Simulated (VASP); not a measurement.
# Fe (Im-3m) in VASP: notebook, part 2 of 2

VASP 6.6.1. The steps go on from the part before.

## 3. Single point, LDA

Contents of INCAR:

```
PREC     = Accurate       # precision mode
ENCUT    = 600            # plane-wave cutoff, eV
EDIFF    = 1E-6           # SCF threshold, eV
ISMEAR   = -1             # smearing method
SIGMA    = 0.03           # smearing width, eV
LREAL    = False          # projectors in reciprocal space
LASPH    = True           # aspherical terms in the spheres
NELM     = 120            # most SCF steps
ALGO     = Normal         # electronic algorithm
ISIF     = 2              # what is computed and relaxed
LWAVE    = False          # write WAVECAR
LCHARG   = True           # write CHGCAR
GGA      = CA             # functional
LELF     = True           # ELF
LVHAR    = True         
NBANDS   = 10             # bands
GGA_COMPAT= False
```

Contents of KPOINTS:

```
regular mesh
0
Gamma
  16 16 16
```

Contents of POSCAR:

```
Fe
1.0
   -1.3498227879      1.3498227879      1.3498227879
    1.3498227879     -1.3498227879      1.3498227879
    1.3498227879      1.3498227879     -1.3498227879
Fe
1
Direct
    0.0000000000      0.0000000000      0.0000000000
```

Potentials or basis: VASP PAW LDA potentials, release 64 (Fe).

Run with:

```
$ cat potpaw_LDA.64/Fe/POTCAR > POTCAR
$ mpirun -np 1 vasp_std > vasp.out
```

OUTCAR:

```text
PREC = Accurate
   ENCUT = 600
   EDIFF = 1E-6
   ISMEAR = -1
   LREAL = False
   LASPH = True
   NELM = 120
   ISIF = 2
   GGA = CA

 ion  position               nearest neighbor table
   1  0.000  0.000  0.000-

  LATTYP: Found a body centered cubic cell.
 ALAT       =     2.6996455758

  Lattice vectors:

 A1 = (  -1.3498227879,   1.3498227879,   1.3498227879)
 A2 = (   1.3498227879,  -1.3498227879,   1.3498227879)
 A3 = (   1.3498227879,   1.3498227879,  -1.3498227879)

Analysis of symmetry for initial positions (statically):
=====================================================================
 Subroutine PRICEL returns:
 Original cell was already a primitive cell.

 Routine SETGRP: Setting up the symmetry group for a
 body centered cubic supercell.

 Subroutine GETGRP returns: Found 48 space group operations
 (whereof 48 operations were pure point group operations)
 out of a pool of 48 trial point group operations.

The static configuration has the point symmetry O_h .

Analysis of symmetry for dynamics (positions and initial velocities):
[... 153 lines left out ...]

  energy without entropy =       -8.97344829  energy(sigma->0) =       -8.97806853

 E-fermi :   7.3384     XC(G=0): -14.2756

 val. band max:        7.3374366243   @ k =   0.1875   0.0625   0.0625
 cond. band min:       7.3400497147   @ k =  -0.0625   0.0625   0.0625
 fundamental gap:      0.0026130904
 Fermi energy:         7.3384025713

 k-point     1 :       0.0000    0.0000    0.0000
  band No.  band energies     occupation
      1      -1.8893      2.00000
      2       5.3676      2.00000
      3       5.3676      2.00000
      4       5.3676      2.00000
      5       7.2608      1.85985
      6       7.2608      1.85984
      7      33.6947      0.00000
      8      33.6947      0.00000
      9      33.6947      0.00000
     10      39.9495      0.00000
[... 287 lines left out ...]
 k-point    24 :       0.2500    0.1875    0.0000
  band No.  band energies     occupation
      1       2.5944      2.00000
      2       4.1811      2.00000
      3       4.7487      2.00000
      4       6.9642      1.99999
      5       7.6493      0.00006
      6       9.4150      0.00000
      7      21.3006      0.00000
      8      23.4782      0.00000
      9      29.9773      0.00000
     10      35.3753      0.00000

 [... further k-points ...]
[... 5 lines left out ...]
  --------------------------------------------------------------------------------------
  -------------------------------------------------------------------------------------
  Total       -0.0837069     -0.0837069     -0.0837069     -0.0000000      0.0000000     -0.0000000
  in kB      -13.6326900    -13.6326900    -13.6326900     -0.0000000      0.0000000     -0.0000000
  external PRESSURE =     -13.6326900 kB  Pullay stress =       0.0000000 kB

 VOLUME and BASIS-vectors are now :
 -----------------------------------------------------------------------------
  energy-cutoff  :      600.00
  volume of cell :        9.84
      direct lattice vectors                 reciprocal lattice vectors
    -1.349822788  1.349822788  1.349822788     0.000000000  0.370418995  0.370418995
     1.349822788 -1.349822788  1.349822788     0.370418995  0.000000000  0.370418995
     1.349822788  1.349822788 -1.349822788     0.370418995  0.370418995  0.000000000

 POSITION                                       TOTAL-FORCE (eV/Angst)
 -----------------------------------------------------------------------------------
      0.00000      0.00000      0.00000         0.000000      0.000000      0.000000
 -----------------------------------------------------------------------------------
    total drift:                                0.000000     -0.000000      0.000000

  FREE ENERGIE OF THE ION-ELECTRON SYSTEM (eV)
  ---------------------------------------------------
  free  energy   TOTEN  =        -8.9826887630 eV

  energy  without entropy=       -8.9734482876  energy(sigma->0) =       -8.97806853
```

stdout:

```text
POSCAR found type information on POSCAR Fe
 POSCAR found :  1 types and       1 ions
 scaLAPACK will be used
 LDA part: xc-table for (Slater(with rela. corr.)+CA(PZ))
 , standard interpolation
 POSCAR, INCAR and KPOINTS ok, starting setup
 FFT: planning ... GRIDC
 FFT: planning ... GRID_SOFT
 FFT: planning ... GRID
 WAVECAR not read
 entering main loop
```

Wall time 6.7 s (1 thread of Intel Xeon 6975P-C (Granite Rapids), shared host); peak memory 0.13 GiB.

What came out:

```
Free energy            : -8.9827 eV
Pressure               : -1.4 GPa
Band gap on the k mesh : zero (band 4 reaches 8.50 eV, above the bottom of band 5 at 6.21 eV)
```

Caveat: the run has no spin polarisation, though such a crystal can be magnetic. Spin polarisation is off, so any magnetic state and its effect on volume and gap are missing.

## 4. Single point, LDA

Contents of INCAR:

```
  PREC = Accurate
  ENCUT = 600
  EDIFF = 1E-6
  ISMEAR = -1
  SIGMA = 0.2
  LREAL = False
  LASPH = True
  NELM = 120
  ALGO = Normal
  ISIF = 2
  LWAVE = False
  LCHARG = False
  GGA = CA
  NBANDS = 10
  GGA_COMPAT = False
```

Contents of KPOINTS:

```
Automatic mesh
0
Gamma
  16 16 16
```

POSCAR is that of step 3.

Run with:

```
$ cat potpaw_LDA.64/Fe/POTCAR > POTCAR
$ mpirun -np 1 vasp_std > vasp.out
```

It took 6.5 s on 1 thread of Intel Xeon 6975P-C (Granite Rapids), shared host; peak memory 0.13 GiB.

It converged, with:

```
Free energy            : -9.1639 eV
Pressure               : 2.4 GPa
Band gap on the k mesh : zero (band 4 reaches 8.52 eV, above the bottom of band 5 at 6.23 eV)
```

Levels at points of the mesh, in eV from the Fermi level:
| k point | band 1 | band 2 | band 3 | band 4 | band 5 | band 6 | band 7 | band 8 |
| --- | --- | --- | --- | --- | --- | --- | --- | --- |
| (0.00, 0.00, 0.00) | -9.23 | -1.95 | -1.95 | -1.95 | -0.05 | -0.05 | 26.35 | 26.35 |
| (0.50, 0.00, 0.00) | -5.31 | -3.39 | -0.06 | 0.23 | 0.57 | 1.54 | 9.26 | 19.60 |
| (0.50, 0.50, 0.50) | -5.13 | -5.13 | 1.18 | 1.18 | 1.18 | 11.07 | 11.07 | 11.07 |

Caveat: the run has no spin polarisation, though such a crystal can be magnetic. Spin polarisation is off, so any magnetic state and its effect on volume and gap are missing.

## 5. Single point, LDA

INCAR: that of step 4 with these lines changed.

```diff
@@ -4,3 +4,3 @@
   ISMEAR = -1
-  SIGMA = 0.2
+  SIGMA = 0.3
   LREAL = False
```

KPOINTS is that of step 4.

POSCAR is that of step 4.

Potentials or basis: VASP PAW LDA potentials, release 64 (Fe).

Run with:

```
$ cat potpaw_LDA.64/Fe/POTCAR > POTCAR
$ mpirun -np 1 vasp_std > vasp.out
```

OUTCAR:

```text
PREC = Accurate
   ENCUT = 600
   EDIFF = 1E-6
   ISMEAR = -1
   LREAL = False
   LASPH = True
   NELM = 120
   ISIF = 2
   GGA = CA

 ion  position               nearest neighbor table
   1  0.000  0.000  0.000-

  LATTYP: Found a body centered cubic cell.
 ALAT       =     2.6996455758

  Lattice vectors:

 A1 = (  -1.3498227879,   1.3498227879,   1.3498227879)
 A2 = (   1.3498227879,  -1.3498227879,   1.3498227879)
 A3 = (   1.3498227879,   1.3498227879,  -1.3498227879)

Analysis of symmetry for initial positions (statically):
=====================================================================
 Subroutine PRICEL returns:
 Original cell was already a primitive cell.

 Routine SETGRP: Setting up the symmetry group for a
 body centered cubic supercell.

 Subroutine GETGRP returns: Found 48 space group operations
 (whereof 48 operations were pure point group operations)
 out of a pool of 48 trial point group operations.

The static configuration has the point symmetry O_h .

Analysis of symmetry for dynamics (positions and initial velocities):
=====================================================================
 Subroutine PRICEL returns:
 Original cell was already a primitive cell.

 Routine SETGRP: Setting up the symmetry group for a
 body centered cubic supercell.

 Subroutine GETGRP returns: Found 48 space group operations
 (whereof 48 operations were pure point group operations)
 out of a pool of 48 trial point group operations.

The dynamic configuration has the point symmetry O_h .

 Subroutine INISYM returns: Found 48 space group operations
 (whereof 48 operations are pure point group operations),
 and found     1 'primitive' translations

----------------------------------------------------------------------------------------

                                     Primitive cell

[... 104 lines left out ...]
   EFERMI_NEDOS =   21; number of points for ismear=-14 and -15
   IALGO  =     38    algorithm
   IMIX   =      4    mixing-type and parameters
     AMIX     =   0.40;   BMIX     =  1.00
     AMIX_MAG =   1.60;   BMIX_MAG =  1.00
  volume/ion in A,a.u.               =       9.84        66.39
  Fermi-wavevector in a.u.,A,eV,Ry     =   1.528064  2.887621 31.769306  2.334978
  Thomas-Fermi vector in A             =   2.635874
   LORBIT       =      0    0 simple, 1 ext, 2 COOP (PROOUT), +10 PAW based schemes
   GGA     = CA    functional components
   LHFCALC =     F    Hartree Fock is set to
   AEXX    =    0.0000 exact exchange contribution
   IVDW    =     0    specifies the selected vdW correction
   LEPSILON=     F    determine dielectric tensor
   LRPA    =     F    only Hartree local field effects (RPA)
 non-spin polarized calculation
  energy-cutoff  :      600.00
  volume of cell :        9.84
 maximum number of plane-waves:       370
   NGX =  9   NGY =  9   NGZ =  9

 number of electron       8.0000004 magnetization

 Free energy of the ion-electron system (eV)
  ---------------------------------------------------
  ext. energy  EPLUGINS =         0.00000000
  ---------------------------------------------------
  free energy    TOTEN  =        -9.35852236 eV

  energy without entropy =       -8.70426946  energy(sigma->0) =       -9.03139591

 E-fermi :   7.3543     XC(G=0): -14.2737

 val. band max:        7.3413930000   @ k =   0.0625   0.0625   0.0000
 cond. band min:       7.3558600722   @ k =   0.4375   0.0625   0.0625
 fundamental gap:      0.0144670722
 Fermi energy:         7.3543090788

 k-point     1 :       0.0000    0.0000    0.0000
  band No.  band energies     occupation
      1      -1.8855      2.00000
      2       5.4067      1.99697
      3       5.4067      1.99697
      4       5.4067      1.99697
      5       7.3173      1.06164
      6       7.3173      1.06164
      7      33.6904      0.00000
      8      33.6904      0.00000
      9      33.6904      0.00000
     10      39.9626      0.00000
[... 287 lines left out ...]
 k-point    24 :       0.2500    0.1875    0.0000
  band No.  band energies     occupation
      1       2.6117      2.00000
      2       4.2153      1.99994
      3       4.7785      1.99963
      4       7.0153      1.51167
      5       7.7046      0.47457
      6       9.4559      0.00181
      7      21.3228      0.00000
      8      23.4937      0.00000
      9      29.9869      0.00000
     10      35.3821      0.00000

 [... further k-points ...]
[... 5 lines left out ...]
  --------------------------------------------------------------------------------------
  -------------------------------------------------------------------------------------
  Total        0.3373172      0.3373172      0.3373172     -0.0000000     -0.0000000      0.0000000
  in kB       54.9362259     54.9362259     54.9362259     -0.0000000     -0.0000000      0.0000000
  external PRESSURE =      54.9362259 kB  Pullay stress =       0.0000000 kB

 VOLUME and BASIS-vectors are now :
 -----------------------------------------------------------------------------
  energy-cutoff  :      600.00
  volume of cell :        9.84
      direct lattice vectors                 reciprocal lattice vectors
    -1.349822788  1.349822788  1.349822788     0.000000000  0.370418995  0.370418995
     1.349822788 -1.349822788  1.349822788     0.370418995  0.000000000  0.370418995
     1.349822788  1.349822788 -1.349822788     0.370418995  0.370418995  0.000000000

 POSITION                                       TOTAL-FORCE (eV/Angst)
 -----------------------------------------------------------------------------------
      0.00000      0.00000      0.00000         0.000000     -0.000000     -0.000000
 -----------------------------------------------------------------------------------
    total drift:                                0.000000     -0.000000      0.000000

  FREE ENERGIE OF THE ION-ELECTRON SYSTEM (eV)
  ---------------------------------------------------
  free  energy   TOTEN  =        -9.3585223623 eV

  energy  without entropy=       -8.7042694563  energy(sigma->0) =       -9.03139591
```

stdout:

```text
POSCAR found type information on POSCAR Fe
 POSCAR found :  1 types and       1 ions
 scaLAPACK will be used
 LDA part: xc-table for (Slater(with rela. corr.)+CA(PZ))
 , standard interpolation
 POSCAR, INCAR and KPOINTS ok, starting setup
 FFT: planning ... GRIDC
 FFT: planning ... GRID_SOFT
 FFT: planning ... GRID
 WAVECAR not read
 entering main loop
```

Run time: 6.2 s. Hardware: 1 thread of Intel Xeon 6975P-C (Granite Rapids), shared host; peak memory 0.13 GiB.

What came out:

```
Free energy            : -9.3585 eV
Pressure               : 5.5 GPa
Band gap on the k mesh : zero (band 4 reaches 8.55 eV, above the bottom of band 5 at 6.25 eV)
```

Caveat: the run has no spin polarisation, though such a crystal can be magnetic.

## 6. Summary

```csv
smearing,gap on the mesh (eV),pressure (GPa)
fermi-dirac 0.01 eV,none,-1.5
fermi-dirac 0.03 eV,none,-1.4
fermi-dirac 0.2 eV,none,2.4
fermi-dirac 0.3 eV,none,5.5
```

Alike in all rows: task single point; level LDA; potentials or basis VASP PAW LDA potentials, release 64 (Fe); no spin polarisation; cell as given; k mesh 16 × 16 × 16; cutoff (eV) 600.

Every run on the cell as given and a fine mesh finds a metal.

Caveats: the run has no spin polarisation, though such a crystal can be magnetic.

Absolute energies hang on the potentials; compare differences alone.
